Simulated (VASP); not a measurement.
Write the native input for VASP 6.6.1 that does the following.

```
Task                   : single point
Functional             : LDA
Potentials or basis    : VASP PAW LDA potentials, release 64 (Ca_sv, Os, O)
Cutoff                 : 600 eV
k mesh                 : 2 × 2 × 2
Occupations            : methfessel-paxton, width 0.1 eV
Spin                   : no spin polarisation
Dipole correction      : no
Further INCAR settings : ALGO = Normal; EDIFF = 1e-06; NBANDS = 26
```

The structure of CaOsO3 lies in POSCAR:

```
CaOsO3
1.0
    3.9521600000      0.0000000000      0.0000000000
    0.0000000000      3.9521600000      0.0000000000
    0.0000000000      0.0000000000      3.9521600000
Ca Os O
1 1 3
Direct
    0.0000000000      0.0000000000      0.0000000000
    0.5000000000      0.5000000000      0.5000000000
    0.5000000000      0.5000000000      0.0000000000
    0.0000000000      0.5000000000      0.5000000000
    0.5000000000      0.0000000000      0.5000000000
```

The input as run:

INCAR

```
SYSTEM = CaOsO3
PREC = Accurate ; ENCUT = 600
EDIFF = 1E-6 ; ISMEAR = 1
SIGMA = 0.1 ; LREAL = .False.
LASPH = .True. ; NELM = 120
ALGO = Normal ; ISIF = 2
LWAVE = .False. ; LCHARG = .False.
NBANDS = 26 ; GGA_COMPAT = .False.
```

KPOINTS

```
Automatic mesh
0
Gamma
  2 2 2
  0 0 0
```

Potentials or basis: VASP PAW LDA potentials, release 64 (Ca_sv, Os, O).

Run with:

```console
$ cat potpaw_LDA.64/Ca_sv/POTCAR potpaw_LDA.64/Os/POTCAR potpaw_LDA.64/O/POTCAR > POTCAR
$ mpirun -np 1 vasp_std > vasp.out
```

Results of the run:

```yaml
Pressure: -11.1 GPa
Band_gap_on_the_k_mesh: zero (band 18 reaches 6.58 eV, above the bottom of band 19 at 2.56 eV)
```

Caveat: the k points lie up to 0.79 Å⁻¹ apart; spin-orbit coupling is left out, which moves the levels of the heavy elements.

Run time: 10 s on 1 thread of Intel Xeon 8259CL, with other jobs on the host, peak memory 0.16 GiB.
